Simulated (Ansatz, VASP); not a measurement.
## Two plane-wave programs on Si

```
Si
1.0
    -2.44231    2.44231    1.26498
     2.44231   -2.44231    1.26498
     2.44231    2.44231   -1.26498
Si
2
Direct
  0.00000 0.00000 0.00000
  0.75000 0.25000 0.50000
```

Alike in both runs: functional r2SCAN; k mesh 6 × 6 × 6; occupations gaussian, width 0.1 eV; no spin polarisation.

Ansatz relaxed the structure, and its values are those at the end. VASP's run is a single point on that final structure, the one shown.

|  | VASP | Ansatz |
| --- | --- | --- |
| version | VASP 6.6.1 | Ansatz 0.2.0 |
| potentials or method | VASP PAW PBE potentials, release 64 (Si), cutoff 520 eV | scalar-relativistic, plane waves, PAW |
| valence electrons in the cell | 8 | 8 |

Ansatz gave:

```
gap on the k mesh at the Fermi level (eV) : none
pressure (GPa)                            : 0.4
```

Problem. What did VASP give for the same quantities?

Solution. gap on the k mesh at the Fermi level (eV): none; pressure (GPa): 0.3.

VASP's potentials were made for PBE, not for r2SCAN. A gap of «none» marks a metal or a gap that the smearing closes.

The k mesh is coarse, so the values compare programs but aren't converged.
